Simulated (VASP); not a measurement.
# Ge63Pt (a cell with a defect) in VASP: single point with PBEsol

Aim: the single point of Ge63Pt (a cell with a defect) with PBEsol.

Everything below comes from runs of VASP 6.6.1. Logs are shortened: lines on timing, memory, paths and dates and some standing lists are left out, and cuts for length are marked.

## (1) The cell of the first run

The cell holds a defect, 64 atoms: a = 11.351 Å, b = 11.351 Å, c = 11.351 Å, α = 90.00°, β = 90.00°, γ = 90.00°.

## (2) Single point, PBEsol

Contents of INCAR:

```
  PREC = Accurate
  ENCUT = 410
  EDIFF = 1E-6
  ISMEAR = -1
  SIGMA = 0.05
  LREAL = Auto
  LASPH = T
  NELM = 120
  ALGO = Normal
  ISIF = 2
  LWAVE = F
  LCHARG = T
  GGA = PS
  LELF = T
  LVHAR = T
  ISYM = -1
  NBANDS = 484
  GGA_COMPAT = F
  KPAR = 1
```

Contents of KPOINTS:

```
explicit points
1
Reciprocal
  0.25000000   0.25000000   0.25000000 1
```

Contents of POSCAR:

```
Ge63Pt
1.0
   11.3511840000      0.0000000000      0.0000000000
    0.0000000000     11.3511840000      0.0000000000
    0.0000000000      0.0000000000     11.3511840000
Ge Pt
63 1
Direct
    0.0002300000      0.9998140000      0.0001010000
    0.0006190000      0.0002530000      0.5024440000
    0.0006310000      0.5022610000      0.0004690000
    0.0001970000      0.4993160000      0.4994880000
    0.5025650000      0.0002250000      0.0004770000
    0.4996760000      0.9998300000      0.4995270000
    0.4996860000      0.4993080000      0.0000260000
    0.1250320000      0.1246510000      0.1249690000
    0.1249040000      0.1246180000      0.6254930000
    0.1251790000      0.6250200000      0.1250500000
    0.1244490000      0.6250580000      0.6253710000
    0.6256200000      0.1245940000      0.1247650000
    0.6254850000      0.1239910000      0.6254740000
    0.6254580000      0.6250100000      0.1244440000
    0.6255990000      0.6258070000      0.6255170000
    0.2503650000      0.2500870000      0.0001070000
    0.2489700000      0.2484610000      0.4999600000
    0.2506570000      0.7492040000      0.9998050000
    0.2530230000      0.7470370000      0.5015690000
    0.7497250000      0.2503130000      0.9997470000
    0.7472830000      0.2525520000      0.5014640000
    0.7509150000      0.7504660000      0.9998420000
    0.7514620000      0.7511110000      0.5039690000
    0.3750270000      0.3747080000      0.1256790000
    0.3773120000      0.3766960000      0.6131610000
    0.3748830000      0.8742740000      0.1257170000
    0.3771050000      0.8738840000      0.6260340000
    0.8746990000      0.3745930000      0.1257470000
    0.8740470000      0.3768190000      0.6258600000
    0.8752180000      0.8747400000      0.1254370000
    0.8764040000      0.8760230000      0.6256900000
    0.2502640000      0.9995760000      0.2502120000
    0.2505480000      0.9995980000      0.7496610000
    0.2493600000      0.4998270000      0.2493060000
    0.2530960000      0.5009840000      0.7470520000
    0.7497590000      0.9995460000      0.2504260000
    0.7509040000      0.9993280000      0.7508760000
    0.7470930000      0.5009170000      0.2531180000
    0.7510690000      0.5037930000      0.7510250000
    0.3748820000      0.1251960000      0.3747860000
    0.3748070000      0.1255530000      0.8746310000
    0.3776350000      0.6134410000      0.3776110000
    0.3770550000      0.6255510000      0.8739140000
    0.8747370000      0.1255330000      0.3747290000
    0.8751030000      0.1251350000      0.8750250000
    0.8739910000      0.6255610000      0.3769520000
    0.8761890000      0.6253610000      0.8761780000
    0.0001220000      0.2500670000      0.2502160000
    0.9998200000      0.2503110000      0.7495710000
    0.9998770000      0.7491460000      0.2505040000
    0.9997860000      0.7504930000      0.7508590000
    0.5000130000      0.2484340000      0.2487550000
    0.5014940000      0.2526200000      0.7471750000
    0.5016230000      0.7470330000      0.2529340000
    0.5039990000      0.7510620000      0.7513290000
    0.1258010000      0.3745850000      0.3748970000
    0.1258580000      0.3744580000      0.8745960000
    0.1257730000      0.8742050000      0.3748020000
    0.1255280000      0.8746930000      0.8750810000
    0.6132190000      0.3764860000      0.3772110000
    0.6259960000      0.3767450000      0.8739460000
    0.6261080000      0.8738610000      0.3769480000
    0.6257340000      0.8758840000      0.8763210000
    0.5050760000      0.5041820000      0.5049190000
```

Potentials or basis: VASP PAW PBE potentials, release 64 (Ge_d, Pt).

Command:

```sh
> cat potpaw_PBE.64/Ge_d/POTCAR potpaw_PBE.64/Pt/POTCAR > POTCAR
> mpirun -np 4 vasp_std > vasp.out
```

OUTCAR:

```text
PREC = Accurate
   ENCUT = 410
   EDIFF = 1E-6
   ISMEAR = -1
   LREAL = Auto
   LASPH = T
   NELM = 120
   ISIF = 2
   GGA = PS
   ISYM = -1

 ion  position               nearest neighbor table
   1  0.000  1.000  0.000-   8 2.45  30 2.46  59 2.46  45 2.46
   2  0.001  0.000  0.502-  31 2.44   9 2.44  58 2.48  44 2.48
   3  0.001  0.502  0.000-  47 2.44  10 2.44  28 2.48  57 2.48
   4  0.000  0.499  0.499-  56 2.46  46 2.46  29 2.46  11 2.46
   5  0.503  0.000  0.000-  63 2.44  12 2.44  26 2.48  41 2.48
   6  0.500  1.000  0.500-  40 2.46  62 2.46  27 2.46  13 2.46
[... 56 lines left out ...]
  63  0.626  0.876  0.876-  55 2.44   5 2.44  37 2.45  22 2.45
  64  0.505  0.504  0.505-  15 2.38  25 2.39  60 2.39  42 2.39

IMPORTANT INFORMATION: All symmetrisations will be switched off!
NOSYMM: (Re-)initialisation of all symmetry stuff for point group C_1.

----------------------------------------------------------------------------------------

                                     Primitive cell

  volume of cell :    1462.5930

  direct lattice vectors                    reciprocal lattice vectors
    11.351184000  0.000000000  0.000000000     0.088096537  0.000000000  0.000000000
     0.000000000 11.351184000  0.000000000     0.000000000  0.088096537  0.000000000
     0.000000000  0.000000000 11.351184000     0.000000000  0.000000000  0.088096537

  length of vectors
    11.351184000 11.351184000 11.351184000     0.088096537  0.088096537  0.088096537

  position of ions in fractional coordinates (direct lattice)
     0.000230000  0.999814000  0.000101000
     0.000619000  0.000253000  0.502444000
     0.000631000  0.502261000  0.000469000
     0.000197000  0.499316000  0.499488000
     0.502565000  0.000225000  0.000477000
     0.499676000  0.999830000  0.499527000
[... 56 lines left out ...]
     0.625734000  0.875884000  0.876321000
     0.505076000  0.504182000  0.504919000

  ion indices of the primitive-cell ions
   primitive index   ion index
                 1           1
                 2           2
                 3           3
                 4           4
                 5           5
                 6           6
[... 56 lines left out ...]
                63          63
                64          64

----------------------------------------------------------------------------------------

 KPOINTS: explicit points

Read explicit list of k-points.

 Found      1 k-points:

 Following reciprocal coordinates:
            Coordinates               Weight
  0.250000  0.250000  0.250000      1.000000
   k-points           NKPTS =      1   k-points in BZ     NKDIM =      1   number of bands    NBANDS=    484
   number of dos      NEDOS =    301   number of ions     NIONS =     64
   total plane-waves  NPLWV = 512000
   dimension x,y,z NGX =    80 NGY =   80 NGZ =   80
   dimension x,y,z NGXF=   160 NGYF=  160 NGZF=  160
   ions per type =              63   1
   NGX,Y,Z   is equivalent  to a cutoff of  11.72, 11.72, 11.72 a.u.
   NGXF,Y,Z  is equivalent  to a cutoff of  23.43, 23.43, 23.43 a.u.
 SYSTEM =  unknown system
   PREC   = accura    normal or accurate (medium, high low for compatibility)
   ISTART =      0    job   : 0-new  1-cont  2-samecut
   ICHARG =      2    charge: 1-file 2-atom 10-const
   ISPIN  =      1    spin polarized calculation?
   LNONCOLLINEAR =      F non collinear calculations
   LSORBIT =      F    spin-orbit coupling
   LASPH  =      T    aspherical Exc in radial PAW
   ENCUT  =  410.0 eV  30.13 Ry    5.49 a.u.  18.74 18.74 18.74*2*pi/ulx,y,z
   NELM   =    120;   NELMIN=  2; NELMDL= -5     # of ELM steps
   EDIFF  = 0.1E-05   stopping-criterion for ELM
   LREAL  =      T    real-space projection
   EDIFFG = 0.1E-04   stopping-criterion for IOM
   NSW    =      0    number of steps for IOM
   IBRION =     -1    ionic relax: 0-MD 1-quasi-New 2-CG
   NFREE  =      0    steps in history (QN), initial steepest desc. (CG)
   ISIF   =      2    stress and relaxation
   ISYM   =     -1    0-nonsym 1-usesym 2-fastsym
   POTIM  = 0.5000    time-step for ionic-motion
   TEBEG  =    0.0;   TEEND  =   0.0 temperature during run
   PSTRESS=    0.0 pullay stress
   NELECT =     892.0000    total number of electrons
   NUPDOWN=      -1.0000    fix difference up-down
   EMIN   =  10.00;   EMAX   =-10.00  energy-range for DOS
   EFERMI =   0.00;   METHOD = LEGACY
   ISMEAR =    -1;   SIGMA  =   0.05  broadening in eV -4-tet -1-fermi 0-gaus
   EFERMI_NEDOS =   21; number of points for ismear=-14 and -15
   IALGO  =     38    algorithm
   IMIX   =      4    mixing-type and parameters
     AMIX     =   0.40;   BMIX     =  1.00
     AMIX_MAG =   1.60;   BMIX_MAG =  1.00
  volume/ion in A,a.u.               =      22.85       154.22
  Fermi-wavevector in a.u.,A,eV,Ry     =   1.388317  2.623539 26.224194  1.927424
  Thomas-Fermi vector in A             =   2.512454
   LORBIT       =      0    0 simple, 1 ext, 2 COOP (PROOUT), +10 PAW based schemes
   GGA     = PS    functional components
   LHFCALC =     F    Hartree Fock is set to
   AEXX    =    0.0000 exact exchange contribution
   IVDW    =     0    specifies the selected vdW correction
   LEPSILON=     F    determine dielectric tensor
   LRPA    =     F    only Hartree local field effects (RPA)
 non-spin polarized calculation
  energy-cutoff  :      410.00
  volume of cell :     1462.59
 maximum number of plane-waves:     27574
 NGX is ok and might be reduce to    80
   NGX = 37   NGY = 37   NGZ = 37

 number of electron     891.9999542 magnetization

 Free energy of the ion-electron system (eV)
  ---------------------------------------------------
  ext. energy  EPLUGINS =         0.00000000
  ---------------------------------------------------
  free energy    TOTEN  =      -317.86433155 eV

  energy without entropy =     -317.86325146  energy(sigma->0) =     -317.86379150

 E-fermi :   4.6843     XC(G=0): -10.1023

 val. band max:        4.2586423235   @ k =   0.2500   0.2500   0.2500
 cond. band min:       5.0810404177   @ k =   0.2500   0.2500   0.2500
 fundamental gap:      0.8223980943
 Fermi energy:         4.6842748049

 k-point     1 :       0.2500    0.2500    0.2500
  band No.  band energies     occupation
      1     -20.0860      2.00000
      2     -20.0857      2.00000
      3     -20.0853      2.00000
      4     -20.0852      2.00000
      5     -20.0816      2.00000
      6     -20.0816      2.00000
[... 450 lines left out ...]
    457       6.1586      0.00000
    458       6.1591      0.00000
 [bands above 458 left out]

------------------------ aborting loop because EDIFF is reached ----------------------------------------

  FORCE on cell =-STRESS in cart. coord.  units (eV):
  Direction    XX          YY          ZZ          XY          YZ          ZX
  --------------------------------------------------------------------------------------
  -------------------------------------------------------------------------------------
  Total       -5.1861589     -5.0800841     -5.1803244     -3.3839595     -3.3639843     -3.4856200
  in kB       -5.6811062     -5.5649081     -5.6747149     -3.7069118     -3.6850302     -3.8182743
  external PRESSURE =      -5.6402431 kB  Pullay stress =       0.0000000 kB

 VOLUME and BASIS-vectors are now :
 -----------------------------------------------------------------------------
  energy-cutoff  :      410.00
  volume of cell :     1462.59
      direct lattice vectors                 reciprocal lattice vectors
    11.351184000  0.000000000  0.000000000     0.088096537  0.000000000  0.000000000
     0.000000000 11.351184000  0.000000000     0.000000000  0.088096537  0.000000000
     0.000000000  0.000000000 11.351184000     0.000000000  0.000000000  0.088096537

 POSITION                                       TOTAL-FORCE (eV/Angst)
 -----------------------------------------------------------------------------------
      0.00261     11.34907      0.00115        -0.000997      0.001861     -0.001340
      0.00703      0.00287      5.70333         0.001097      0.002739      0.006462
      0.00716      5.70126      0.00532         0.002947      0.007608      0.003005
      0.00224      5.66783      5.66978        -0.002254      0.000298      0.004761
      5.70471      0.00255      0.00541         0.003370      0.004791      0.002141
      5.67191     11.34925      5.67022         0.002890     -0.000500      0.005768
[... 56 lines left out ...]
      7.10282      9.94232      9.94728         0.000566      0.002608      0.004605
      5.73321      5.72306      5.73143         0.006911      0.027866      0.003435
 -----------------------------------------------------------------------------------
    total drift:                                0.014692      0.009007      0.012147

  FREE ENERGIE OF THE ION-ELECTRON SYSTEM (eV)
  ---------------------------------------------------
  free  energy   TOTEN  =      -317.8643315459 eV

  energy  without entropy=     -317.8632514623  energy(sigma->0) =     -317.86379150
```

Wall time 8.2 min (4 MPI ranks of AMD EPYC 7R43 (Zen 3), shared host); peak memory 0.44 GiB.

Results:

```
Free energy            : -317.8643 eV
Pressure               : -0.6 GPa
Largest force          : 0.029 eV/Å
Band gap on the k mesh : 0.82 eV
```

Forces in eV/Å, atoms in the order of the input:
```
Ge  -0.001  0.002 -0.001
Ge   0.001  0.003  0.006
Ge   0.003  0.008  0.003
Ge  -0.002  0.000  0.005
Ge   0.003  0.005  0.002
Ge   0.003 -0.001  0.006
Ge   0.001  0.003  0.002
Ge  -0.002  0.001 -0.005
Ge   0.001  0.001  0.001
Ge  -0.001  0.003 -0.002
Ge  -0.002  0.000  0.002
Ge   0.001  0.000  0.001
Ge   0.000 -0.002 -0.005
Ge   0.000 -0.001 -0.001
Ge   0.016  0.005  0.014
Ge   0.000 -0.004 -0.006
Ge  -0.001  0.002 -0.001
Ge  -0.003 -0.003 -0.001
Ge   0.000  0.000  0.004
Ge  -0.002  0.000 -0.001
Ge   0.000  0.000  0.003
Ge  -0.001  0.002 -0.006
Ge  -0.009 -0.005 -0.002
Ge  -0.003 -0.003 -0.001
Ge  -0.006 -0.002 -0.002
Ge  -0.003  0.003  0.001
Ge  -0.001 -0.001 -0.006
Ge   0.002 -0.005  0.001
Ge  -0.001  0.001 -0.002
Ge   0.001 -0.002 -0.002
Ge   0.005  0.000 -0.003
Ge   0.000 -0.007  0.002
Ge  -0.002 -0.003 -0.001
Ge   0.002  0.003  0.000
Ge  -0.002  0.001 -0.001
Ge   0.000  0.003  0.002
Ge  -0.001 -0.002  0.002
Ge  -0.002  0.003 -0.004
Ge   0.001  0.005 -0.004
Ge  -0.001  0.000 -0.003
Ge   0.000 -0.001  0.006
Ge  -0.001 -0.019 -0.005
Ge   0.002 -0.002  0.000
Ge   0.002 -0.002 -0.003
Ge   0.005 -0.001  0.001
Ge   0.000 -0.002  0.004
Ge   0.004 -0.008  0.002
Ge  -0.005  0.000  0.002
Ge  -0.004 -0.003 -0.002
Ge  -0.001  0.000 -0.001
Ge  -0.002  0.000 -0.003
Ge  -0.002 -0.001  0.001
Ge   0.001 -0.001  0.002
Ge   0.000 -0.003  0.001
Ge   0.001 -0.005 -0.006
Ge  -0.002 -0.002 -0.002
Ge   0.000  0.001  0.002
Ge   0.003  0.003 -0.006
Ge   0.000  0.002  0.001
Ge  -0.002  0.004 -0.003
Ge  -0.002  0.000 -0.002
Ge   0.000 -0.004  0.005
Ge   0.001  0.003  0.005
Pt   0.007  0.028  0.003
```

Caveat: the PAW data sets were made with another functional, which shifts forces and pressure a little; spin-orbit coupling is left out, which moves the levels of the heavy elements.
